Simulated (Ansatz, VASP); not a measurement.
# One calculation of Ta, two programs

File INCAR:

```
SYSTEM = Ta
PREC = Accurate
ENCUT = 520
EDIFF = 1E-6
ISMEAR = -1
SIGMA = 0.05
LREAL = .False.
LASPH = .True.
NELM = 80
ALGO = Normal
ISIF = 2
LWAVE = .False.
LCHARG = .True.
GGA = CA
LELF = .True.
LVHAR = .True.
NBANDS = 18
```

The input KPOINTS:

```
regular mesh
0
Gamma
  11 11 5
  0 0 0
```

POSCAR

```
Ta
1.0
    2.9195803945      0.0000000000      0.0000000000
   -1.4597901972      2.5284307900      0.0000000000
    0.0000000000      0.0000000000      5.2004887322
Ta
2
Direct
    0.3333333333      0.6666666667      0.2500000000
    0.6666666667      0.3333333333      0.7500000000
```

input.yaml

```yaml
crystal:
  lattice:
    - [2.9195803945, 0.0, 0.0]
    - [-1.4597901972, 2.52843079, 0.0]
    - [0.0, 0.0, 5.2004887322]
  atoms:
    - { symbol: Ta, position: [0.3333333333, 0.6666666667, 0.25] }
    - { symbol: Ta, position: [0.6666666667, 0.3333333333, 0.75] }
kpoints:
  mp_grid: { grid: [11, 11, 5] }
scf:
  occupations: { method: fermi_dirac, width: 0.05 }
hamiltonian:
  xc: lda
  pseudopotentials: { kind: all_electron, lapw: { basis_error: 0.001 } }
output:
  forces: true
  stress: true
  eigenvalues: true
```

Change from the starting cell: volume scaled by 1.02.

Alike in both runs: task single point; functional LDA; k mesh 11 × 11 × 5; occupations fermi-dirac, width 0.05 eV; no spin polarisation.

|  | VASP | Ansatz |
| --- | --- | --- |
| version | VASP 6.6.1 | Ansatz 0.2.0 |
| potentials or method | VASP PAW LDA potentials, release 64 (Ta_pv), cutoff 520 eV | all-electron LAPW, scalar-relativistic |

VASP gave:

```
gap on the k mesh at the Fermi level (eV)                     : none
pressure (GPa)                                                : -14.5
traceless stress, the component that is largest in VASP (GPa) : 2.28
```

Task: What did Ansatz give for the same quantities?

Result: gap on the k mesh at the Fermi level (eV): none; pressure (GPa): -15.1; traceless stress, the component that is largest in VASP (GPa): 2.32.

LDA's correlation is that of Perdew and Zunger in VASP and of Perdew and Wang (1992) in Ansatz. A gap of «none» marks a metal or a gap that the smearing closes. Ansatz ran all-electron here, and VASP with PAW potentials.

Neither program's run includes spin-orbit coupling.
